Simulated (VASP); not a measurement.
# MgW7 (P4/mmm) in VASP: further runs

The runs below take MgW7 through single point, with PBE.

Program: VASP 6.6.1. These are calculated values, not measurements. Logs are shortened: lines on timing, memory, paths and dates and some standing lists are left out, and cuts for length are marked.

### Step 1. The cell of the first run

It takes space group P4/mmm (No. 123, tetragonal). The conventional cell has a = 3.878 Å, b = 3.878 Å, c = 8.714 Å, α = 90.00°, β = 90.00°, γ = 90.00°. Mg (site symmetry 4/mmm) has 12 W at 2.74 to 2.89 Å within 3.6 Å. Within 3.6 Å of W (site symmetry 2mm) lie 10 W at 2.74 to 2.95 Å and 2 Mg at 2.89 Å. Within 3.6 Å of W (site symmetry 4/mmm) lie 12 W at 2.74 to 2.95 Å. Within 3.6 Å of W (site symmetry 4/mmm) lie 4 Mg at 2.74 Å and 8 W at 2.89 Å. Within 3.6 Å of W (site symmetry 4/mmm) lie 12 W at 2.74 to 2.95 Å.

### Step 2. Single point, PBE

INCAR

```
SYSTEM = MgW7
ALGO     = Fast           ! electronic algorithm
EDIFF    = 1E-6           ! SCF threshold, eV
ENCUT    = 520            ! plane-wave cutoff, eV
GGA      = PE             ! functional
ISIF     = 2              ! what is computed and relaxed
ISMEAR   = 0              ! smearing method
LASPH    = .TRUE.         ! aspherical terms in the spheres
LCHARG   = .FALSE.        ! write CHGCAR
LREAL    = .FALSE.        ! projectors in reciprocal space
LWAVE    = .FALSE.        ! write WAVECAR
NBANDS   = 60             ! bands
NELM     = 80             ! most SCF steps
PREC     = Accurate       ! precision mode
SIGMA    = 0.1            ! smearing width, eV
```

KPOINTS

```
k-points
0
G
  4 4 2
  0 0 0
```

POSCAR

```
MgW7
1.0
    3.8778132406      0.0000000000      0.0000000000
    0.0000000000      3.8778132406      0.0000000000
    0.0000000000      0.0000000000      8.7143785164
Mg W
1 7
Direct
    0.0000000000      0.0000000000      0.0000000000
    0.5000000000      0.0000000000      0.7544146631
    0.5000000000      0.5000000000      0.5000000000
    0.5000000000      0.0000000000      0.2455853369
    0.5000000000      0.5000000000      0.0000000000
    0.0000000000      0.5000000000      0.7544146631
    0.0000000000      0.0000000000      0.5000000000
    0.0000000000      0.5000000000      0.2455853369
```

Potentials or basis: VASP PAW PBE potentials, release 64 (Mg, W_sv).

Started as:

```sh
$ cat potpaw_PBE.64/Mg/POTCAR potpaw_PBE.64/W_sv/POTCAR > POTCAR
$ mpirun -np 1 vasp_std > vasp.out
```

OUTCAR:

```text
SYSTEM = MgW7
   EDIFF = 1E-6
   ENCUT = 520
   GGA = PE
   ISIF = 2
   ISMEAR = 0
   LASPH = .TRUE.
   LREAL = .FALSE.
   NELM = 80
   PREC = Accurate

 ion  position               nearest neighbor table
   1  0.000  0.000  0.000-   5 2.74   5 2.74   5 2.74   5 2.74   8 2.89   4 2.89   6 2.89   8 2.89
                             2 2.89   4 2.89   2 2.89   6 2.89
   2  0.500  0.000  0.754-   6 2.74   6 2.74   6 2.74   6 2.74   5 2.89   1 2.89   1 2.89   5 2.89
                             3 2.95   3 2.95   7 2.95   7 2.95
   3  0.500  0.500  0.500-   7 2.74   7 2.74   7 2.74   7 2.74   8 2.95   2 2.95   4 2.95   4 2.95
                             6 2.95   6 2.95   8 2.95   2 2.95
   4  0.500  0.000  0.246-   8 2.74   8 2.74   8 2.74   8 2.74   5 2.89   1 2.89   1 2.89   5 2.89
                             3 2.95   7 2.95   7 2.95   3 2.95
   5  0.500  0.500  0.000-   1 2.74   1 2.74   1 2.74   1 2.74   8 2.89   2 2.89   2 2.89   4 2.89
                             4 2.89   6 2.89   8 2.89   6 2.89
   6  0.000  0.500  0.754-   2 2.74   2 2.74   2 2.74   2 2.74   1 2.89   5 2.89   5 2.89   1 2.89
                             3 2.95   3 2.95   7 2.95   7 2.95
   7  0.000  0.000  0.500-   3 2.74   3 2.74   3 2.74   3 2.74   8 2.95   2 2.95   6 2.95   8 2.95
                             2 2.95   4 2.95   4 2.95   6 2.95
   8  0.000  0.500  0.246-   4 2.74   4 2.74   4 2.74   4 2.74   1 2.89   5 2.89   5 2.89   1 2.89
                             3 2.95   3 2.95   7 2.95   7 2.95

  LATTYP: Found a simple tetragonal cell.
 ALAT       =     3.8778132406
 C/A-ratio  =     2.2472403841

  Lattice vectors:

 A1 = (   3.8778132406,   0.0000000000,   0.0000000000)
 A2 = (   0.0000000000,   3.8778132406,   0.0000000000)
 A3 = (   0.0000000000,   0.0000000000,   8.7143785164)

Analysis of symmetry for initial positions (statically):
=====================================================================
 Subroutine PRICEL returns:
 Original cell was already a primitive cell.

 Routine SETGRP: Setting up the symmetry group for a
 simple tetragonal supercell.

 Subroutine GETGRP returns: Found 16 space group operations
 (whereof 16 operations were pure point group operations)
 out of a pool of 16 trial point group operations.

The static configuration has the point symmetry D_4h.

Analysis of symmetry for dynamics (positions and initial velocities):
=====================================================================
 Subroutine PRICEL returns:
 Original cell was already a primitive cell.

 Routine SETGRP: Setting up the symmetry group for a
 simple tetragonal supercell.

 Subroutine GETGRP returns: Found 16 space group operations
 (whereof 16 operations were pure point group operations)
 out of a pool of 16 trial point group operations.

The dynamic configuration has the point symmetry D_4h.

 Subroutine INISYM returns: Found 16 space group operations
 (whereof 16 operations are pure point group operations),
 and found     1 'primitive' translations

----------------------------------------------------------------------------------------

                                     Primitive cell

  volume of cell :     131.0419

  direct lattice vectors                    reciprocal lattice vectors
     3.877813241  0.000000000  0.000000000     0.257877298  0.000000000  0.000000000
     0.000000000  3.877813241  0.000000000     0.000000000  0.257877298  0.000000000
     0.000000000  0.000000000  8.714378516     0.000000000  0.000000000  0.114752876

  length of vectors
     3.877813241  3.877813241  8.714378516     0.257877298  0.257877298  0.114752876

  position of ions in fractional coordinates (direct lattice)
     0.000000000  0.000000000  0.000000000
     0.500000000  0.000000000  0.754414663
     0.500000000  0.500000000  0.500000000
     0.500000000  0.000000000  0.245585337
     0.500000000  0.500000000  0.000000000
     0.000000000  0.500000000  0.754414663
     0.000000000  0.000000000  0.500000000
     0.000000000  0.500000000  0.245585337

  ion indices of the primitive-cell ions
   primitive index   ion index
                 1           1
                 2           2
                 3           3
                 4           4
                 5           5
                 6           6
                 7           7
                 8           8

----------------------------------------------------------------------------------------

 KPOINTS: k-points

Automatic generation of k-mesh.
 Grid dimensions read from file:
 generate k-points for:    4    4    2

 Generating k-lattice:

  Cartesian coordinates                     Fractional coordinates (reciprocal lattice)
     0.064469324  0.000000000  0.000000000     0.250000000  0.000000000  0.000000000
     0.000000000  0.064469324  0.000000000     0.000000000  0.250000000  0.000000000
     0.000000000  0.000000000  0.057376438     0.000000000  0.000000000  0.500000000

  Length of vectors
     0.064469324  0.064469324  0.057376438

  Shift w.r.t. Gamma in fractional coordinates (k-lattice)
     0.000000000  0.000000000  0.000000000

 Subroutine IBZKPT returns following result:
 ===========================================

 Found     12 irreducible k-points:

 Following reciprocal coordinates:
            Coordinates               Weight
  0.000000  0.000000  0.000000      1.000000
  0.250000  0.000000  0.000000      4.000000
  0.500000  0.000000  0.000000      2.000000
  0.250000  0.250000  0.000000      4.000000
  0.500000  0.250000  0.000000      4.000000
  0.500000  0.500000  0.000000      1.000000
  0.000000  0.000000  0.500000      1.000000
  0.250000  0.000000  0.500000      4.000000
  0.500000  0.000000  0.500000      2.000000
  0.250000  0.250000  0.500000      4.000000
  0.500000  0.250000  0.500000      4.000000
  0.500000  0.500000  0.500000      1.000000
   k-points           NKPTS =     12   k-points in BZ     NKDIM =     12   number of bands    NBANDS=     60
   number of dos      NEDOS =    301   number of ions     NIONS =      8
   total plane-waves  NPLWV =  63000
   dimension x,y,z NGX =    30 NGY =   30 NGZ =   70
   dimension x,y,z NGXF=    60 NGYF=   60 NGZF=  140
   ions per type =               1   7
   NGX,Y,Z   is equivalent  to a cutoff of  12.86, 12.86, 13.35 a.u.
   NGXF,Y,Z  is equivalent  to a cutoff of  25.72, 25.72, 26.71 a.u.
 SYSTEM =  MgW7
   PREC   = accura    normal or accurate (medium, high low for compatibility)
   ISTART =      0    job   : 0-new  1-cont  2-samecut
   ICHARG =      2    charge: 1-file 2-atom 10-const
   ISPIN  =      1    spin polarized calculation?
   LNONCOLLINEAR =      F non collinear calculations
   LSORBIT =      F    spin-orbit coupling
   LASPH  =      T    aspherical Exc in radial PAW
   ENCUT  =  520.0 eV  38.22 Ry    6.18 a.u.   7.21  7.21 16.20*2*pi/ulx,y,z
   NELM   =     80;   NELMIN=  2; NELMDL= -5     # of ELM steps
   EDIFF  = 0.1E-05   stopping-criterion for ELM
   LREAL  =      F    real-space projection
   EDIFFG = 0.1E-04   stopping-criterion for IOM
   NSW    =      0    number of steps for IOM
   IBRION =     -1    ionic relax: 0-MD 1-quasi-New 2-CG
   NFREE  =      0    steps in history (QN), initial steepest desc. (CG)
   ISIF   =      2    stress and relaxation
   ISYM   =      2    0-nonsym 1-usesym 2-fastsym
   POTIM  = 0.5000    time-step for ionic-motion
   TEBEG  =    0.0;   TEEND  =   0.0 temperature during run
   PSTRESS=    0.0 pullay stress
   NELECT =     100.0000    total number of electrons
   NUPDOWN=      -1.0000    fix difference up-down
   EMIN   =  10.00;   EMAX   =-10.00  energy-range for DOS
   EFERMI =   0.00;   METHOD = LEGACY
   ISMEAR =     0;   SIGMA  =   0.10  broadening in eV -4-tet -1-fermi 0-gaus
   EFERMI_NEDOS =   21; number of points for ismear=-14 and -15
   IALGO  =     68    algorithm
   IMIX   =      4    mixing-type and parameters
     AMIX     =   0.40;   BMIX     =  1.00
     AMIX_MAG =   1.60;   BMIX_MAG =  1.00
  volume/ion in A,a.u.               =      16.38       110.54
  Fermi-wavevector in a.u.,A,eV,Ry     =   1.496022  2.827072 30.450968  2.238083
  Thomas-Fermi vector in A             =   2.608092
   LORBIT       =      0    0 simple, 1 ext, 2 COOP (PROOUT), +10 PAW based schemes
   GGA     = PE    functional components
   LHFCALC =     F    Hartree Fock is set to
   AEXX    =    0.0000 exact exchange contribution
   IVDW    =     0    specifies the selected vdW correction
   LEPSILON=     F    determine dielectric tensor
   LRPA    =     F    only Hartree local field effects (RPA)
 non-spin polarized calculation
 RMM-DIIS sequential band-by-band and
 Gauss-broadening in eV      SIGMA  =   0.10
  energy-cutoff  :      520.00
  volume of cell :      131.04
 maximum number of plane-waves:      3546
 NGX is ok and might be reduce to    30
   NGX = 15   NGY = 15   NGZ = 33

 number of electron     100.0000018 magnetization

 Free energy of the ion-electron system (eV)
  ---------------------------------------------------
  ext. energy  EPLUGINS =         0.00000000
  ---------------------------------------------------
  free energy    TOTEN  =       -88.31443377 eV

  energy without entropy =      -88.28980978  energy(sigma->0) =      -88.30212178

 E-fermi :   9.8789     XC(G=0): -12.9888

 val. band max:        9.8246637480   @ k =   0.0000   0.0000   0.5000
 cond. band min:       9.8815699538   @ k =   0.5000   0.5000   0.0000
 fundamental gap:      0.0569062058
 Fermi energy:         9.8789096864

 k-point     1 :       0.0000    0.0000    0.0000
  band No.  band energies     occupation
      1     -64.1927      2.00000
      2     -64.0350      2.00000
      3     -64.0192      2.00000
      4     -64.0107      2.00000
      5     -63.9032      2.00000
      6     -63.9031      2.00000
[... 52 lines left out ...]
     59      13.1352      0.00000
     60      13.1427      0.00000

 k-point     2 :       0.2500    0.0000    0.0000
  band No.  band energies     occupation
      1     -64.1797      2.00000
      2     -64.0409      2.00000
      3     -64.0020      2.00000
      4     -63.9998      2.00000
      5     -63.9203      2.00000
      6     -63.9200      2.00000
[... 627 lines left out ...]
      4     -63.9605      2.00000
      5     -63.9605      2.00000
      6     -63.9605      2.00000
[... 52 lines left out ...]
     59      11.6978      0.00000
     60      12.4438      0.00000

------------------------ aborting loop because EDIFF is reached ----------------------------------------

  FORCE on cell =-STRESS in cart. coord.  units (eV):
  Direction    XX          YY          ZZ          XY          YZ          ZX
  --------------------------------------------------------------------------------------
  -------------------------------------------------------------------------------------
  Total        0.3011146      0.3011146      0.2093834      0.0000000     -0.0000000     -0.0000000
  in kB        3.6815621      3.6815621      2.5600157      0.0000000     -0.0000000     -0.0000000
  external PRESSURE =       3.3077133 kB  Pullay stress =       0.0000000 kB

 VOLUME and BASIS-vectors are now :
 -----------------------------------------------------------------------------
  energy-cutoff  :      520.00
  volume of cell :      131.04
      direct lattice vectors                 reciprocal lattice vectors
     3.877813241  0.000000000  0.000000000     0.257877298  0.000000000  0.000000000
     0.000000000  3.877813241  0.000000000     0.000000000  0.257877298  0.000000000
     0.000000000  0.000000000  8.714378516     0.000000000  0.000000000  0.114752876

 POSITION                                       TOTAL-FORCE (eV/Angst)
 -----------------------------------------------------------------------------------
      0.00000      0.00000      0.00000         0.000000     -0.000000      0.000000
      1.93891      0.00000      6.57425        -0.000000     -0.000000      0.004643
      1.93891      1.93891      4.35719         0.000000     -0.000000      0.000000
      1.93891      0.00000      2.14012         0.000000     -0.000000     -0.004643
      1.93891      1.93891      0.00000         0.000000     -0.000000      0.000000
      0.00000      1.93891      6.57425        -0.000000      0.000000      0.004643
      0.00000      0.00000      4.35719         0.000000     -0.000000      0.000000
      0.00000      1.93891      2.14012         0.000000      0.000000     -0.004643
 -----------------------------------------------------------------------------------
    total drift:                                0.000000      0.000000      0.000000

  FREE ENERGIE OF THE ION-ELECTRON SYSTEM (eV)
  ---------------------------------------------------
  free  energy   TOTEN  =       -88.3144337696 eV

  energy  without entropy=      -88.2898097830  energy(sigma->0) =      -88.30212178
```

It took 2.5 min on 1 thread of Intel Xeon Platinum 8488C (Sapphire Rapids), shared host; peak memory 0.26 GiB.

What came out:

```yaml
Free_energy: -88.3144 eV
Pressure: 0.3 GPa
Largest_force: 0.005 eV/Å
Band_gap_on_the_k_mesh: zero (bands 50 and 51 overlap by 0.67 eV)
```

Forces on the atoms (eV/Å):
```
Mg   0.000  0.000  0.000
W    0.000  0.000  0.005
W    0.000  0.000  0.000
W    0.000  0.000 -0.005
W    0.000  0.000  0.000
W    0.000  0.000  0.005
W    0.000  0.000  0.000
W    0.000  0.000 -0.005
```

Stress tensor (GPa, compression positive):
```
0.37 0.00 0.00
0.00 0.37 0.00
0.00 0.00 0.26
```

Caveat: the k points lie up to 0.41 Å⁻¹ apart, too coarse for converged energies and pressures of a metal; spin-orbit coupling is left out, which moves the levels of the heavy elements.

### Step 3. Single point, PBE

This run uses another cell than the first one, of 16.68 Å³/atom.

INCAR

```
SYSTEM = MgW7
PREC     = Accurate       ! precision mode
ENCUT    = 520            ! plane-wave cutoff, eV
EDIFF    = 1E-7           ! SCF threshold, eV
ISMEAR   = 0              ! smearing method
SIGMA    = 0.1            ! smearing width, eV
LREAL    = .False.        ! projectors in reciprocal space
LASPH    = .True.         ! aspherical terms in the spheres
NELM     = 100            ! most SCF steps
ALGO     = Fast           ! electronic algorithm
ISIF     = 2              ! what is computed and relaxed
LWAVE    = .False.        ! write WAVECAR
LCHARG   = .False.        ! write CHGCAR
GGA      = PE             ! functional
NBANDS   = 60             ! bands
```

KPOINTS

```
Automatic mesh
0
Gamma
  4 4 2
  0 0 0
```

POSCAR

```
MgW7
1.0
    4.0559990600      0.0000000000      0.0000000000
    0.0000000000      4.0559990600      0.0000000000
    0.0000000000      0.0000000000      8.1119981100
Mg W
1 7
Direct
    0.0000000000      0.0000000000      0.0000000000
    0.5000000000      0.0000000000      0.7500000000
    0.5000000000      0.5000000000      0.5000000000
    0.5000000000      0.0000000000      0.2500000000
    0.5000000000      0.5000000000      0.0000000000
    0.0000000000      0.5000000000      0.7500000000
    0.0000000000      0.0000000000      0.5000000000
    0.0000000000      0.5000000000      0.2500000000
```

Potentials or basis: VASP PAW PBE potentials, release 64 (Mg, W_sv).

Started as:

```sh
$ cat potpaw_PBE.64/Mg/POTCAR potpaw_PBE.64/W_sv/POTCAR > POTCAR
$ mpirun -np 1 vasp_std > vasp.out
```

It took 2 min on 1 thread of Intel Xeon Platinum 8488C (Sapphire Rapids), shared host; peak memory 0.25 GiB.

It converged, with:

| Property | Result |
| --- | --- |
| Free energy | -87.9688 eV |
| Pressure | -3.8 GPa |
| Largest force | 0.548 eV/Å |
| Band gap on the k mesh | zero (bands 50 and 51 overlap by 1.02 eV) |

Forces in eV/Å, atoms in the order of the input:
```
Mg   0.000  0.000  0.000
W    0.000  0.000  0.548
W    0.000  0.000  0.000
W    0.000  0.000 -0.548
W    0.000  0.000  0.000
W    0.000  0.000  0.548
W    0.000  0.000  0.000
W    0.000  0.000 -0.548
```

Stress tensor (GPa, compression positive):
```
-5.16  0.00  0.00
 0.00 -5.16  0.00
 0.00  0.00 -1.17
```

Levels at points of the mesh, in eV from the Fermi level:
| k point | band 48 | band 49 | band 50 | band 51 | band 52 | band 53 |
| --- | --- | --- | --- | --- | --- | --- |
| (0.00, 0.00, 0.00) | 0.15 | 0.40 | 0.75 | 1.36 | 1.51 | 1.51 |
| (0.50, 0.00, 0.00) | -0.48 | -0.42 | -0.30 | -0.10 | 0.55 | 0.86 |
| (0.50, 0.50, 0.00) | -0.11 | 0.15 | 0.15 | 0.19 | 0.19 | 0.23 |
| (0.00, 0.00, 0.50) | 0.43 | 0.43 | 0.52 | 0.54 | 1.00 | 1.57 |
| (0.50, 0.00, 0.50) | -0.84 | -0.65 | -0.37 | 0.25 | 0.26 | 1.42 |
| (0.50, 0.50, 0.50) | -0.49 | -0.38 | -0.38 | -0.21 | -0.21 | -0.16 |

Caveat: the k points lie up to 0.39 Å⁻¹ apart, too coarse for converged energies and pressures of a metal; spin-orbit coupling is left out, which moves the levels of the heavy elements.
